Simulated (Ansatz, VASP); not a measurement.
## Two plane-wave programs on CdS

File POSCAR:

```
CdS
1.0
    0.0000000000      2.8804305462      2.8804305462
    2.8804305462      0.0000000000      2.8804305462
    2.8804305462      2.8804305462      0.0000000000
Cd S
1 1
Direct
    0.0000000000      0.0000000000      0.0000000000
    0.2500000000      0.2500000000      0.2500000000
```

The input INCAR.step1:

```
  PREC = Accurate
  ENCUT = 520
  EDIFF = 1E-5
  ISMEAR = 0
  SIGMA = 0.01
  LREAL = F
  LASPH = T
  NELM = 100
  ALGO = Normal
  ISIF = 2
  LWAVE = T
  LCHARG = F
  NBANDS = 16
  GGA = PE
```

INCAR.step2

```
  PREC = Accurate
  ENCUT = 520
  EDIFF = 1E-7
  ISMEAR = 0
  SIGMA = 0.01
  LREAL = F
  LASPH = T
  NELM = 100
  ALGO = Normal
  ISIF = 2
  LWAVE = F
  LCHARG = F
  GGA = PE
  LHFCALC = T
  HFSCREEN = 0.2079
  PRECFOCK = Normal
  NBANDS = 16
  ISTART = 1
```

The input KPOINTS:

```
regular mesh
0
Gamma
  6 6 6
```

Input for Ansatz:

```yaml
crystal:
  lattice:
    - [0.0, 2.8804305462, 2.8804305462]
    - [2.8804305462, 0.0, 2.8804305462]
    - [2.8804305462, 2.8804305462, 0.0]
  atoms:
    - { symbol: Cd, position: [0.0, 0.0, 0.0] }
    - { symbol: S, position: [0.25, 0.25, 0.25] }
kpoints:
  mp_grid: { grid: [6, 6, 6] }
  band_path:
    path:
      - [0.0, 0.0, 0.0]
      - [-0.5, -0.5, 0.0]
      - [-0.375, -0.375, 0.25]
      - [-0.375, 0.0, 0.375]
      - [0.0, 0.0, 0.5]
      - [-0.5, -0.25, 0.25]
    npoints: 1
hamiltonian:
  xc: hse06
scf:
  occupations: { method: fixed }
  n_extra_bands: 4
output:
  forces: true
  stress: true
  eigenvalues: true
```

Change from the starting cell: hydrostatic strain -2.0%.

Alike in both runs: task single point; functional HSE06; k mesh 6 × 6 × 6; no spin polarisation.

```csv
,VASP,Ansatz
version,VASP 6.6.1,Ansatz 0.2.0
potentials or method,"VASP PAW PBE potentials, release 64 (Cd, S)","plane waves, PAW"
plane-wave cutoff (eV),520,420
occupations,"gaussian, width 0.01 eV",fixed
valence electrons in the cell,18,26
```

|  | VASP | Ansatz | Ansatz less VASP |
| --- | --- | --- | --- |
| gap on the k mesh at the Fermi level (eV) | 2.26 | 2.25 | -0.008 |
| pressure (GPa) | 4.8 | 4.4 | -0.39 |

VASP's potentials hold 18 valence electrons a cell and Ansatz's 26, so a difference there can come from the potentials and not from the codes. Ansatz's warnings: stress exchange threshold loose, stress scf threshold loose.
